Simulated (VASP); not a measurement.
**Fe: single point with PBE**

Fe:

```
CELL_PARAMETERS angstrom
0.00000 1.75523 1.75523
1.75523 0.00000 1.75523
1.75523 1.75523 0.00000
ATOMIC_POSITIONS crystal
Fe 0.00000 0.00000 0.00000
```

This isn't the form of Fe at room conditions, which is bcc.

| Property | Result |
| --- | --- |
| Program | VASP 6.6.1 |
| Task | single point |
| Functional | PBE |
| Potentials or basis | VASP PAW PBE potentials, release 64 (Fe) |
| Cutoff | 600 eV |
| k mesh | 16 × 16 × 16 |
| Occupations | fermi-dirac, width 0.0577 eV |
| Spin | no spin polarisation |
| Dipole correction | no |
| Further INCAR settings | ALGO = Normal; EDIFF = 1e-06; NBANDS = 10 |

```json
{
 "Pressure": "-13.8 GPa",
 "Band gap on the k mesh": "zero (bands 4 and 5 overlap by 1.92 eV)"
}
```

Levels at points of the mesh, in eV from the Fermi level:
| k point | band 1 | band 2 | band 3 | band 4 | band 5 | band 6 | band 7 | band 8 | band 9 |
| --- | --- | --- | --- | --- | --- | --- | --- | --- | --- |
| (0.00, 0.00, 0.00) | -8.53 | -1.51 | -1.51 | -1.51 | -0.08 | -0.08 | 22.85 | 27.96 | 27.96 |
| (0.50, 0.00, 0.00) | -4.55 | -1.60 | -1.60 | 0.19 | 0.90 | 0.90 | 7.79 | 21.45 | 25.99 |
| (0.50, 0.50, 0.00) | -4.59 | -3.88 | 0.87 | 1.15 | 1.15 | 3.11 | 11.13 | 15.65 | 15.65 |

It took 25 s on 1 thread of Intel Xeon 8259CL, with other jobs on the host, peak memory 0.14 GiB.

Caveat: the cell stands under tension; the run has no spin polarisation, though such a crystal can be magnetic. Spin polarisation is off, so any magnetic state and its effect on volume and gap are missing.
